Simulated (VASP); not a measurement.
Runs of VASP 6.6.1 on Sc. The structure is that of space group Pm-3m (No. 221), or close to it. The cells are those of the table. This isn't the form of Sc at room conditions, which is hcp.

```tsv
task	cell	k mesh	cutoff (eV)	gap on the mesh (eV)	pressure (GPa)	relaxed volume (Å³/atom)
relaxation of cell and atoms	relaxed from a = 2.854 Å, 1 atom	8 × 8 × 8	600	none	-0.1	(a)
single point	a = 2.840 Å, 1 atom	8 × 8 × 8	520	none	0.1	-
single point	a = 2.854 Å, 1 atom	7 × 7 × 7	520	none	0.0	-
relaxation of cell and atoms	relaxed from a = 3.020 Å, 1 atom	7 × 7 × 7	600	none	0.0	23.29
```

Alike in all rows: level LDA; potentials or basis VASP PAW LDA potentials, release 64 (Sc_sv); no spin polarisation; smearing gaussian 0.1 eV.

Question: Fill in the values left out.

Answer: (a) 23.05.

Caveats: the volume moved by over 15 % at a fixed basis, so the end points are rough (at least some runs).

A gap of «none» marks levels without a gap at the run's occupations.
